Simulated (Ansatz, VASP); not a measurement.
# Y in VASP and in Ansatz

```xyz
1
Lattice="-1.6493 1.6493 1.6493 1.6493 -1.6493 1.6493 1.6493 1.6493 -1.6493" Properties=species:S:1:pos:R:3 pbc="T T T"
Y     0.0000    0.0000    0.0000
```

Change from the starting cell: volume scaled by 0.6, LAPW.

Alike in both runs: task single point; functional LDA; k mesh 14 × 14 × 14; occupations fermi-dirac, width 0.05 eV; no spin polarisation.

|  | VASP | Ansatz |
| --- | --- | --- |
| version | VASP 6.6.1 | Ansatz 0.2.0 |
| potentials or method | VASP PAW LDA potentials, release 64 (Y_sv), cutoff 520 eV | all-electron LAPW, scalar-relativistic |

VASP gave:

```
pressure (GPa) : 47.4
```

Task: What did Ansatz give for the same quantities?

Result: Pressure (GPa): 47.7.

LDA's correlation is that of Perdew and Zunger in VASP and of Perdew and Wang (1992) in Ansatz. Both programs put the cell under a high pressure, so it lies far from rest at this level. Ansatz ran all-electron here, and VASP with PAW potentials.
